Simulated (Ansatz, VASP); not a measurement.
# One calculation of MoS2, two programs

POSCAR

```
MoS2
1.0
    3.2704375705      0.0000000000      0.0000000000
   -1.6352187853      2.8322820176      0.0000000000
    0.0000000000      0.0000000000      6.1053271310
Mo S
1 2
Direct
    0.0000000000      0.0000000000      0.5000000000
    0.3333333333      0.6666666667      0.2533961981
    0.6666666667      0.3333333333      0.7466038019
```

File INCAR.step1:

```
  PREC = Accurate
  ENCUT = 520
  ISMEAR = 0
  SIGMA = 0.15
  LREAL = False
  LASPH = True
  NELM = 80
  NBANDS = 20
  GGA = PE
  ALGO = Normal
  EDIFF = 1E-4
  LWAVE = True
  LCHARG = False
```

Contents of INCAR.step2:

```
  PREC = Accurate
  ENCUT = 520
  EDIFF = 1E-6
  ISMEAR = 0
  SIGMA = 0.15
  LREAL = False
  LASPH = True
  NELM = 80
  ALGO = Normal
  ISIF = 2
  LWAVE = False
  LCHARG = False
  METAGGA = R2SCAN
  LMIXTAU = True
  NBANDS = 20
  ISTART = 1
```

The input KPOINTS:

```
regular mesh
0
Gamma
  18 18 8
```

Input for Ansatz:

```yaml
crystal:
  lattice:
    - [3.2704375705, 0.0, 0.0]
    - [-1.6352187853, 2.8322820176, 0.0]
    - [0.0, 0.0, 6.105327131]
  atoms:
    - { symbol: Mo, position: [0.0, 0.0, 0.5] }
    - { symbol: S, position: [0.3333333333, 0.6666666667, 0.2533961981] }
    - { symbol: S, position: [0.6666666667, 0.3333333333, 0.7466038019] }
basis:
  ecutwfc: 500
kpoints:
  mp_grid: { grid: [18, 18, 8] }
hamiltonian:
  xc: r2scan
scf:
  occupations: { method: gaussian, width: 0.15 }
output:
  forces: true
  stress: true
  eigenvalues: true
```

Alike in both runs: task single point; functional r2SCAN; k mesh 18 × 18 × 8; occupations gaussian, width 0.15 eV; no spin polarisation.

|  | VASP | Ansatz |
| --- | --- | --- |
| version | VASP 6.6.1 | Ansatz 0.2.0 |
| potentials or method | VASP PAW PBE potentials, release 64 (Mo_sv, S), cutoff 520 eV | scalar-relativistic, plane waves, PAW |
| valence electrons in the cell | 26 | 26 |

```csv
,VASP,Ansatz,Ansatz less VASP
gap on the k mesh at the Fermi level (eV),none,none,-
pressure (GPa),0.4,0.4,-0.04
"traceless stress, the component that is largest in VASP (GPa)",2.12,2.12,+0.004
rms of the force components (eV/Å),0.142,0.140,-0.0027
```

VASP's potentials were made for PBE, not for r2SCAN. Atom by atom the forces differ by 0.003 eV/Å (rms over components). A gap of «none» marks a metal or a gap that the smearing closes. The functional is the same, so the differences come from potentials, cutoffs and numerics.
